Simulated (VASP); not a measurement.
# SiC (P1) in VASP: single point with r2SCAN

Aim: the single point of SiC with r2SCAN.

All numbers are computed with VASP 6.6.1; they aren't measurements. Logs are shortened: lines on timing, memory, paths and dates and some standing lists are left out, and cuts for length are marked.

### Step 1. The cell of the first run

The typed cell holds 2 atoms: a = 4.200 Å, b = 4.200 Å, c = 4.200 Å, α = 90.00°, β = 90.00°, γ = 90.00°.

### Step 2. Single point, r2SCAN

POSCAR reads:

```
SiC
1.0
    4.2000000000      0.0000000000      0.0000000000
    0.0000000000      4.2000000000      0.0000000000
    0.0000000000      0.0000000000      4.2000000000
Si C
1 1
Direct
    0.0000000000      0.0000000000      0.0000000000
    0.1951403185      0.1170841911      0.0878131433
```

INCAR.step1 reads:

```
PREC     = Accurate       # precision mode
ENCUT    = 660            # plane-wave cutoff, eV
ISMEAR   = -1             # smearing method
SIGMA    = 0.3            # smearing width, eV
LREAL    = False          # projectors in reciprocal space
LASPH    = True           # aspherical terms in the spheres
NELM     = 120            # most SCF steps
NBANDS   = 11             # bands
GGA      = PE             # functional
ALGO     = Normal         # electronic algorithm
EDIFF    = 1E-5           # SCF threshold, eV
LWAVE    = True           # write WAVECAR
LCHARG   = False          # write CHGCAR
GGA_COMPAT= False
```

INCAR.step2 reads:

```
PREC     = Accurate       # precision mode
ENCUT    = 660            # plane-wave cutoff, eV
EDIFF    = 1E-6           # SCF threshold, eV
ISMEAR   = -1             # smearing method
SIGMA    = 0.3            # smearing width, eV
LREAL    = False          # projectors in reciprocal space
LASPH    = True           # aspherical terms in the spheres
NELM     = 120            # most SCF steps
ALGO     = Normal         # electronic algorithm
ISIF     = 2              # what is computed and relaxed
LWAVE    = False          # write WAVECAR
LCHARG   = False          # write CHGCAR
METAGGA  = R2SCAN         # meta-GGA
LMIXTAU  = True         
NBANDS   = 11             # bands
ISTART   = 1            
GGA_COMPAT= False
```

KPOINTS reads:

```
Automatic mesh
0
Gamma
  1 1 1
```

Potentials or basis: VASP PAW PBE potentials, release 64 (Si, C).

Run with:

```
cat potpaw_PBE.64/Si/POTCAR potpaw_PBE.64/C/POTCAR > POTCAR
cp INCAR.step1 INCAR
mpirun -np 1 vasp_gam > vasp.out
cp INCAR.step2 INCAR
mpirun -np 1 vasp_gam > vasp.out
```

OUTCAR:

```text
PREC = Accurate
   ENCUT = 660
   EDIFF = 1E-6
   ISMEAR = -1
   LREAL = False
   LASPH = True
   NELM = 120
   ISIF = 2
   METAGGA = R2SCAN
   ISTART = 1

 ion  position               nearest neighbor table
   1  0.000  0.000  0.000-   2 1.02
   2  0.195  0.117  0.088-   1 1.02

 -----------------------------------------------------------------------------
|                                                                             |
|           W    W    AA    RRRRR   N    N  II  N    N   GGGG   !!!           |
|           W    W   A  A   R    R  NN   N  II  NN   N  G    G  !!!           |
|           W    W  A    A  R    R  N N  N  II  N N  N  G       !!!           |
|           W WW W  AAAAAA  RRRRR   N  N N  II  N  N N  G  GGG   !            |
|           WW  WW  A    A  R   R   N   NN  II  N   NN  G    G                |
|           W    W  A    A  R    R  N    N  II  N    N   GGGG   !!!           |
|                                                                             |
|     The distance between some ions is very small. Please check the          |
|     nearest-neighbor list in the OUTCAR file.                               |
|     I HOPE YOU KNOW WHAT YOU ARE DOING!                                     |
|                                                                             |
 -----------------------------------------------------------------------------

  LATTYP: Found a simple cubic cell.
 ALAT       =     4.2000000000

  Lattice vectors:

 A1 = (   4.2000000000,   0.0000000000,   0.0000000000)
 A2 = (   0.0000000000,   4.2000000000,   0.0000000000)
 A3 = (   0.0000000000,   0.0000000000,   4.2000000000)

Analysis of symmetry for initial positions (statically):
=====================================================================
 Subroutine PRICEL returns:
 Original cell was already a primitive cell.

 Routine SETGRP: Setting up the symmetry group for a
 simple cubic supercell.

 Subroutine GETGRP returns: Found  1 space group operations
 (whereof  1 operations were pure point group operations)
 out of a pool of 48 trial point group operations.

The static configuration has the point symmetry C_1 .

Analysis of symmetry for dynamics (positions and initial velocities):
=====================================================================
 Subroutine PRICEL returns:
 Original cell was already a primitive cell.

 Routine SETGRP: Setting up the symmetry group for a
 simple cubic supercell.

 Subroutine GETGRP returns: Found  1 space group operations
 (whereof  1 operations were pure point group operations)
 out of a pool of 48 trial point group operations.

The dynamic configuration has the point symmetry C_1 .

 Subroutine INISYM returns: Found  1 space group operations
 (whereof  1 operations are pure point group operations),
 and found     1 'primitive' translations

----------------------------------------------------------------------------------------

                                     Primitive cell

  volume of cell :      74.0880

  direct lattice vectors                    reciprocal lattice vectors
     4.200000000  0.000000000  0.000000000     0.238095238  0.000000000  0.000000000
     0.000000000  4.200000000  0.000000000     0.000000000  0.238095238  0.000000000
     0.000000000  0.000000000  4.200000000     0.000000000  0.000000000  0.238095238

  length of vectors
     4.200000000  4.200000000  4.200000000     0.238095238  0.238095238  0.238095238

  position of ions in fractional coordinates (direct lattice)
     0.000000000  0.000000000  0.000000000
     0.195140319  0.117084191  0.087813143

  ion indices of the primitive-cell ions
   primitive index   ion index
                 1           1
                 2           2

----------------------------------------------------------------------------------------

 KPOINTS: Automatic mesh

Automatic generation of k-mesh.
 Grid dimensions read from file:
 generate k-points for:    1    1    1

 Generating k-lattice:

  Cartesian coordinates                     Fractional coordinates (reciprocal lattice)
     0.238095238  0.000000000  0.000000000     1.000000000  0.000000000  0.000000000
     0.000000000  0.238095238  0.000000000     0.000000000  1.000000000  0.000000000
     0.000000000  0.000000000  0.238095238     0.000000000  0.000000000  1.000000000

  Length of vectors
     0.238095238  0.238095238  0.238095238

  Shift w.r.t. Gamma in fractional coordinates (k-lattice)
     0.000000000  0.000000000  0.000000000

 Subroutine IBZKPT returns following result:
 ===========================================

 Found      1 irreducible k-points:

 Following reciprocal coordinates:
            Coordinates               Weight
  0.000000  0.000000  0.000000      1.000000
   k-points           NKPTS =      1   k-points in BZ     NKDIM =      1   number of bands    NBANDS=     11
   number of dos      NEDOS =    301   number of ions     NIONS =      2
   total plane-waves  NPLWV =  46656
   dimension x,y,z NGX =    36 NGY =   36 NGZ =   36
   dimension x,y,z NGXF=    72 NGYF=   72 NGZF=   72
   ions per type =               1   1
   NGX,Y,Z   is equivalent  to a cutoff of  14.25, 14.25, 14.25 a.u.
   NGXF,Y,Z  is equivalent  to a cutoff of  28.50, 28.50, 28.50 a.u.
 SYSTEM =  unknown system
   PREC   = accura    normal or accurate (medium, high low for compatibility)
   ISTART =      1    job   : 0-new  1-cont  2-samecut
   ICHARG =      0    charge: 1-file 2-atom 10-const
   ISPIN  =      1    spin polarized calculation?
   LNONCOLLINEAR =      F non collinear calculations
   LSORBIT =      F    spin-orbit coupling
   LASPH  =      T    aspherical Exc in radial PAW
   ENCUT  =  660.0 eV  48.51 Ry    6.96 a.u.   8.80  8.80  8.80*2*pi/ulx,y,z
   NELM   =    120;   NELMIN=  2; NELMDL=  0     # of ELM steps
   EDIFF  = 0.1E-05   stopping-criterion for ELM
   LREAL  =      F    real-space projection
   EDIFFG = 0.1E-04   stopping-criterion for IOM
   NSW    =      0    number of steps for IOM
   IBRION =     -1    ionic relax: 0-MD 1-quasi-New 2-CG
   NFREE  =      0    steps in history (QN), initial steepest desc. (CG)
   ISIF   =      2    stress and relaxation
   ISYM   =      2    0-nonsym 1-usesym 2-fastsym
   POTIM  = 0.5000    time-step for ionic-motion
   TEBEG  =    0.0;   TEEND  =   0.0 temperature during run
   PSTRESS=    0.0 pullay stress
   NELECT =       8.0000    total number of electrons
   NUPDOWN=      -1.0000    fix difference up-down
   EMIN   =  10.00;   EMAX   =-10.00  energy-range for DOS
   EFERMI =   0.00;   METHOD = LEGACY
   ISMEAR =    -1;   SIGMA  =   0.30  broadening in eV -4-tet -1-fermi 0-gaus
   EFERMI_NEDOS =   21; number of points for ismear=-14 and -15
   IALGO  =     38    algorithm
   IMIX   =      4    mixing-type and parameters
     AMIX     =   0.40;   BMIX     =  1.00
     AMIX_MAG =   1.60;   BMIX_MAG =  1.00
  volume/ion in A,a.u.               =      37.04       249.99
  Fermi-wavevector in a.u.,A,eV,Ry     =   0.779571  1.473175  8.268676  0.607731
  Thomas-Fermi vector in A             =   1.882702
   LORBIT       =      0    0 simple, 1 ext, 2 COOP (PROOUT), +10 PAW based schemes
   METAGGA = R2SCAN    functional components
   LHFCALC =     F    Hartree Fock is set to
   AEXX    =    0.0000 exact exchange contribution
   IVDW    =     0    specifies the selected vdW correction
   LEPSILON=     F    determine dielectric tensor
   LRPA    =     F    only Hartree local field effects (RPA)
 non-spin polarized calculation
  energy-cutoff  :      660.00
  volume of cell :       74.09
 maximum number of plane-waves:      1449
 NGX is ok and might be reduce to    36
   NGX = 17   NGY = 17   NGZ = 17

 number of electron       8.0000000 magnetization

 Free energy of the ion-electron system (eV)
  ---------------------------------------------------
  ext. energy  EPLUGINS =         0.00000000
  ---------------------------------------------------
  free energy    TOTEN  =        12.70874387 eV

  energy without entropy =       12.85034640  energy(sigma->0) =       12.77954514

 E-fermi :  -2.2876     XC(G=0):  -5.5450

 val. band max:       -3.4004286029   @ k =   0.0000   0.0000   0.0000
 cond. band min:      -1.1852043322   @ k =   0.0000   0.0000   0.0000
 fundamental gap:      2.2152242707
 Fermi energy:        -2.2876357492

 k-point     1 :       0.0000    0.0000    0.0000
  band No.  band energies     occupation
      1     -12.7196      2.00000
      2      -4.6395      1.99921
      3      -4.6160      1.99915
      4      -3.4004      1.95218
      5      -1.1852      0.04946
      6       3.5352      0.00000
      7       4.2657      0.00000
      8       5.9418      0.00000
      9       7.8275      0.00000
     10       8.9656      0.00000
     11      10.6321      0.00000

------------------------ aborting loop because EDIFF is reached ----------------------------------------

  FORCE on cell =-STRESS in cart. coord.  units (eV):
  Direction    XX          YY          ZZ          XY          YZ          ZX
  --------------------------------------------------------------------------------------
  -------------------------------------------------------------------------------------
  Total       73.1267846     26.4362365     15.0268976     40.2358739     18.3303587     30.2321530
  in kB     1581.3907315    571.6922949    324.9615951    870.1139863    396.4000270    653.7802373
  external PRESSURE =     826.0148738 kB  Pullay stress =       0.0000000 kB

 VOLUME and BASIS-vectors are now :
 -----------------------------------------------------------------------------
  energy-cutoff  :      660.00
  volume of cell :       74.09
      direct lattice vectors                 reciprocal lattice vectors
     4.200000000  0.000000000  0.000000000     0.238095238  0.000000000  0.000000000
     0.000000000  4.200000000  0.000000000     0.000000000  0.238095238  0.000000000
     0.000000000  0.000000000  4.200000000     0.000000000  0.000000000  0.238095238

 POSITION                                       TOTAL-FORCE (eV/Angst)
 -----------------------------------------------------------------------------------
      0.00000      0.00000      0.00000       -82.823002    -50.310322    -37.821694
      0.81959      0.49175      0.36882        82.823002     50.310322     37.821694
 -----------------------------------------------------------------------------------
    total drift:                               -0.000090      0.000132     -0.000050

  FREE ENERGIE OF THE ION-ELECTRON SYSTEM (eV)
  ---------------------------------------------------
  free  energy   TOTEN  =        12.7087438720 eV

  energy  without entropy=       12.8503464047  energy(sigma->0) =       12.77954514
```

Wall time 16 s (1 thread of Intel Xeon 6975P-C, shared host); peak memory 0.2 GiB.

What came out:

- Free energy: 12.7087 eV
- Pressure: 82.6 GPa
- Largest force: 104.025 eV/Å
- Band gap on the k mesh: 2.22 eV

Forces in eV/Å, atoms in the order of the input:
```
Si  -82.823 -50.310 -37.822
C    82.823  50.310  37.822
```

Stress tensor (GPa, compression positive):
```
158.14  87.01  65.38
 87.01  57.17  39.64
 65.38  39.64  32.50
```

Caveat: the k points lie up to 1.50 Å⁻¹ apart; the PAW data sets were made with another functional, which shifts forces and pressure a little. A k mesh can miss the band edges.
